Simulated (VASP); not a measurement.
A run of VASP 6.6.1:

Contents of POSCAR:

```
Al
1.0
    0.0000000000      1.9979205435      1.9979205435
    1.9979205435      0.0000000000      1.9979205435
    1.9979205435      1.9979205435      0.0000000000
Al
1
Direct
    0.0000000000      0.0000000000      0.0000000000
```

Contents of INCAR.step1:

```
SYSTEM = Al
PREC = Accurate
ENCUT = 520
ISMEAR = -1
SIGMA = 0.05
LREAL = .False.
LASPH = .True.
NELM = 60
NBANDS = 8
GGA = PE
ALGO = Normal
EDIFF = 1E-4
LWAVE = .True.
LCHARG = .False.
```

Contents of INCAR.step2:

```
SYSTEM = Al
PREC = Accurate
ENCUT = 520
EDIFF = 1E-6
ISMEAR = -1
SIGMA = 0.05
LREAL = .False.
LASPH = .True.
NELM = 60
ALGO = Normal
ISIF = 2
LWAVE = .False.
LCHARG = .True.
METAGGA = R2SCAN
LMIXTAU = .True.
LELF = .True.
LVHAR = .True.
NBANDS = 8
ISTART = 1
```

File KPOINTS:

```
regular mesh
0
Gamma
  11 11 11
  0 0 0
```

Potentials or basis: VASP PAW PBE potentials, release 64 (Al).

Run with:

```console
$ cat potpaw_PBE.64/Al/POTCAR > POTCAR
$ cp INCAR.step1 INCAR
$ mpirun -np 1 vasp_std > vasp.out
$ cp INCAR.step2 INCAR
$ mpirun -np 1 vasp_std > vasp.out
```

Hardware: 1 thread of Intel(R) Xeon(R) 6975P-C (Granite Rapids), on a shared host.

**Question.** How long does it take, and how much memory?

**Answer.** Wall time 12 s on 1 thread of Intel(R) Xeon(R) 6975P-C (Granite Rapids), on a shared host, peak memory 0.13 GiB. Counts: k points 56.
